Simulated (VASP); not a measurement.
A run of VASP 6.6.1:

INCAR

```
PREC     = Accurate       # precision mode
ENCUT    = 500            # plane-wave cutoff, eV
EDIFF    = 1E-6           # SCF threshold, eV
ISMEAR   = 0              # smearing method
SIGMA    = 0.1            # smearing width, eV
LREAL    = False          # projectors in reciprocal space
LASPH    = True           # aspherical terms in the spheres
NELM     = 120            # most SCF steps
ALGO     = Normal         # electronic algorithm
ISIF     = 2              # what is computed and relaxed
LWAVE    = False          # write WAVECAR
LCHARG   = False          # write CHGCAR
GGA      = PE             # functional
ISYM     = 0            
NBANDS   = 15             # bands
GGA_COMPAT= False
```

KPOINTS

```
Automatic mesh
0
Gamma
  2 2 2
  0.25 0.25 0.25
```

POSCAR

```
CaS
1.0
    0.0000000000      2.8618506879      2.8618506879
    2.8618506879      0.0000000000      2.8618506879
    2.8618506879      2.8618506879      0.0000000000
Ca S
1 1
Direct
    0.0000000000      0.0000000000      0.0000000000
    0.5000000000      0.5000000000      0.5000000000
```

Potentials or basis: VASP PAW PBE potentials, release 64 (Ca_sv, S).

Run with:

```bash
$ cat potpaw_PBE.64/Ca_sv/POTCAR potpaw_PBE.64/S/POTCAR > POTCAR
$ mpirun -np 1 vasp_std > vasp.out
```

Hardware: 1 thread of Intel(R) Xeon(R) Platinum 8375C CPU @ 2.90GHz (Ice Lake), with other jobs on the host.

**Question.** Estimate the wall time of this run.

**Answer.** It took 17 s on 1 thread of Intel(R) Xeon(R) Platinum 8375C CPU @ 2.90GHz (Ice Lake) (shared host), peak memory 0.17 GiB. Counts: scf iterations 12, k points 32.
